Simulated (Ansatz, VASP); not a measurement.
# Two plane-wave programs on LaGa2Os2

The input INCAR:

```
SYSTEM = LaGa2Os2
PREC = Accurate ; ENCUT = 520
EDIFF = 1E-6 ; ISMEAR = 1
SIGMA = 0.0526 ; LREAL = .FALSE.
LASPH = .TRUE. ; NELM = 80
ALGO = Normal ; ISIF = 2
LWAVE = .FALSE. ; LCHARG = .TRUE.
GGA = PE ; LELF = .TRUE.
LVHAR = .TRUE. ; NBANDS = 64
```

The input KPOINTS:

```
Automatic mesh
0
G
  4 4 4
  0 0 0
```

File POSCAR:

```
LaGa2Os2
1.0
    0.0000000000      4.2187830000      0.0000000000
    4.3110310000      0.0000000000      0.0000000000
    2.1555150000      2.1093920000    -10.7058290000
Ga Os La
4 4 2
Direct
    0.6060000000      0.3560000000      0.2880000000
    0.3940000000      0.6440000000      0.7120000000
    0.7160000000      0.4660000000      0.0680000000
    0.2840000000      0.5340000000      0.9320000000
    0.9629000000      0.7129000000      0.5742000000
    0.0371000000      0.2871000000      0.4258000000
    0.4619000000      0.2119000000      0.5762000000
    0.5381000000      0.7881000000      0.4238000000
    0.1650000000      0.9150000000      0.1700000000
    0.8350000000      0.0850000000      0.8300000000
```

Input for Ansatz:

```yaml
crystal:
  lattice:
    - [0.0, 4.218783, 0.0]
    - [4.311031, 0.0, 0.0]
    - [2.155515, 2.109392, -10.705829]
  atoms:
    - { symbol: Ga, position: [0.606, 0.356, 0.288] }
    - { symbol: Ga, position: [0.394, 0.644, 0.712] }
    - { symbol: Os, position: [0.9629, 0.7129, 0.5742] }
    - { symbol: Os, position: [0.0371, 0.2871, 0.4258] }
    - { symbol: Os, position: [0.4619, 0.2119, 0.5762] }
    - { symbol: Os, position: [0.5381, 0.7881, 0.4238] }
    - { symbol: La, position: [0.165, 0.915, 0.17] }
    - { symbol: La, position: [0.835, 0.085, 0.83] }
    - { symbol: Ga, position: [0.716, 0.466, 0.068] }
    - { symbol: Ga, position: [0.284, 0.534, 0.932] }
  symmetry: { tolerance: 0.0003 }
kpoints:
  mp_grid: { grid: [4, 4, 4], shift: [0, 0, 0] }
magnetization:
  spin_polarized: false
scf:
  occupations: { method: methfessel_paxton, width: 0.0526 }
hamiltonian:
  pseudopotentials: { kind: paw }
  xc: pbe
basis:
  ecutwfc: 420
output:
  forces: true
  stress: true
  eigenvalues: true
  write_density: true
  write_potential: true
  elf: true
  volumetric_format: npy
```

Alike in both runs: task single point; functional PBE; k mesh 4 × 4 × 4; occupations methfessel-paxton of order 1, width 0.0526 eV; no spin polarisation.

|  | VASP | Ansatz |
| --- | --- | --- |
| version | VASP 6.6.1 | Ansatz 0.2.0 |
| potentials or method | VASP PAW PBE potentials, release 64 (Ga_d, Os, La), cutoff 520 eV | PAW plane waves |
| valence electrons in the cell | 106 | 138 |

Ansatz gave:

```
gap on the k mesh at the Fermi level (eV) : none
pressure (GPa)                            : -3.1
rms of the force components (eV/Å)        : 0.745
```

Which values does VASP return?

gap on the k mesh at the Fermi level (eV): none; pressure (GPa): -3.3; rms of the force components (eV/Å): 0.749.

A gap of «none» marks a metal or a gap that the smearing closes. VASP's potentials hold 106 valence electrons a cell and Ansatz's 138, so a difference there can come from the potentials and not from the codes.

The k mesh is coarse, so the values compare programs but aren't converged. Neither program's run includes spin-orbit coupling.
